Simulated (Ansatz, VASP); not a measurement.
# Nb2Sn2S in VASP and in Ansatz

```
Nb Sn S
1.0
     3.70254    0.00000    0.00000
     0.00000    3.70254    0.00000
     0.00000    0.00000    8.13561
Nb Sn S
2 2 1
Direct
  0.00000 0.50000 0.50000
  0.50000 0.00000 0.50000
  0.50000 0.50000 0.19874
  0.50000 0.50000 0.80126
  0.00000 0.00000 0.00000
```

Change from the starting cell: species swapped into the LaMg2Si2 type (P4/mmm, No. 123).

Alike in both runs: functional PBE; k mesh 10 × 10 × 6; occupations gaussian, width 0.1 eV; no spin polarisation.

Ansatz relaxed the structure, and its values are those at the end. VASP's run is a single point on that final structure, the one shown.

|  | VASP | Ansatz |
| --- | --- | --- |
| version | VASP 6.6.1 | Ansatz 0.2.0 |
| potentials or method | VASP PAW PBE potentials, release 64 (Nb_sv, Sn_d, S), cutoff 520 eV | scalar-relativistic, plane waves, PAW |
| valence electrons in the cell | 60 | 60 |

Ansatz gave:

```
gap on the k mesh at the Fermi level (eV) : none
pressure (GPa)                            : 0.0
```

Question: Which values does VASP return?

Answer: gap on the k mesh at the Fermi level (eV): none; pressure (GPa): -0.1.

A gap of «none» marks a metal or a gap that the smearing closes. With one functional, cell and mesh, what is left measures potentials, basis and numerics.
